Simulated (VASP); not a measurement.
Input of a VASP 6.6.1 run:

File INCAR:

```
ALGO = Normal ; EDIFF = 1E-7
EDIFFG = -0.01 ; ENCUT = 600
GGA = PE ; IBRION = 2
ISIF = 3 ; ISMEAR = 0
LASPH = T ; LCHARG = F
LREAL = F ; LWAVE = F
NELM = 100 ; NSW = 100
PREC = Accurate ; SIGMA = 0.02
```

File KPOINTS:

```
k-points
0
Gamma
  14 14 14
```

The input POSCAR:

```
C
1.0
    0.0000000000      2.1360350402      4.3088667325
    1.2332418407      0.0000000000      4.3088667325
    1.2332418407      2.1360350402      0.0000000000
C
2
Direct
    0.6666711110      0.3333288890      0.6666711110
    0.3333288890      0.6666711110      0.3333288890
```

Potentials or basis: VASP PAW PBE potentials, release 64 (C).

Command:

```bash
$ cat potpaw_PBE.64/C/POTCAR > POTCAR
$ mpirun -np 1 vasp_std > vasp.out
```

Problem. Estimate the relaxed cell.

Solution. a = 4.545 Å, b = 4.197 Å, c = 2.467 Å, α = 81.55°, β = 65.98°, γ = 32.47°.

Problem. Predict the space group after relaxing (to 0.1 Å).

Solution. Fmmm (No. 69).

Problem. Predict the relaxed volume.

Solution. 10.57 Å³/atom.

The path:
| step | energy change (eV) | largest force (eV/Å) | pressure (GPa) | volume (Å³) |
| --- | --- | --- | --- | --- |
| 1 | 0.0000 | 0.0000 | 0.02 | 22.70 |
| 2 | 0.0000 | 0.0001 | -0.27 | 22.71 |
| 3 | 0.0000 | 0.0001 | -0.18 | 22.70 |
| 4 | 0.0000 | 0.0000 | -0.17 | 22.69 |
| 5 | -0.0001 | 0.0003 | -0.16 | 22.65 |
| 6 | -0.0002 | 0.0007 | -0.13 | 22.57 |
| 7 | -0.0004 | 0.0017 | -0.06 | 22.42 |
| 8 | -0.0007 | 0.0036 | 0.07 | 22.10 |
| 9 | -0.0012 | 0.0070 | 0.37 | 21.48 |
| 10 | -0.0003 | 0.0122 | 1.09 | 20.23 |
| 11 | -0.0013 | 0.0081 | 0.48 | 21.26 |
| 12 | -0.0013 | 0.0058 | 0.44 | 21.25 |
| 13 | -0.0013 | 0.0049 | 0.39 | 21.24 |
| 14 | -0.0013 | 0.0031 | 0.35 | 21.23 |
| 15 | -0.0013 | 0.0006 | 0.21 | 21.20 |
| 16 | -0.0014 | 0.0079 | -0.03 | 21.14 |

Caveat: this functional lacks dispersion, which binds layers or chains, so the pressure and a relaxed spacing across them are unreliable.
